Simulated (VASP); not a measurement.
# Al: single point with r2SCAN

Al, a wire with vacuum:

```
Al
1.0
    11.30000    0.00000    0.00000
     0.00000    9.30000    0.00000
     0.00000    0.00000    2.44724
Al
2
Cartesian
  4.4705 4.6500 0.0000
  6.8295 4.6500 1.2236
```

```yaml
Program: VASP 6.6.1
Task: single point
Functional: r2SCAN
Potentials_or_basis: VASP PAW PBE potentials, release 64 (Al)
Cutoff: 520 eV
k_mesh: 1 × 1 × 24
Occupations: gaussian, width 0.05 eV
Spin: collinear spin
Starting_moments: "[0.5, 0.5] μB"
```

| Quantity | Value |
| --- | --- |
| Largest force | 0.008 eV/Å |
| Band gap on the k mesh | zero (filled and empty bands overlap) |
| Net moment | 0.00 μB per cell |
| Valence electrons inside the program's atomic spheres | Al 0.83 |

Forces on the atoms (eV/Å):
```
Al   0.008  0.000  0.000
Al  -0.008  0.000  0.000
```

Levels at points of the mesh, in eV from the Fermi level:
Spin up:
| k point | band 1 | band 2 | band 3 | band 4 | band 5 | band 6 | band 7 | band 8 |
| --- | --- | --- | --- | --- | --- | --- | --- | --- |
| (0.00, 0.00, 0.00) | -8.65 | -5.26 | -1.72 | -1.42 | 0.99 | 3.40 | 3.40 | 4.25 |
| (0.00, 0.00, 0.50) | -2.66 | -2.66 | 1.52 | 1.52 | 4.63 | 4.63 | 4.77 | 4.77 |
Spin down:
| k point | band 1 | band 2 | band 3 | band 4 | band 5 | band 6 | band 7 |
| --- | --- | --- | --- | --- | --- | --- | --- |
| (0.00, 0.00, 0.00) | -8.65 | -5.26 | -1.72 | -1.42 | 0.99 | 3.40 | 3.40 |
| (0.00, 0.00, 0.50) | -2.66 | -2.66 | 1.52 | 1.52 | 4.63 | 4.63 | 4.76 |

Wall time 8.8 min on 1 thread of Intel Xeon 8259CL, with other jobs on the host, peak memory 0.47 GiB.

Caveat: the PAW data sets were made with another functional, which shifts forces and pressure a little.
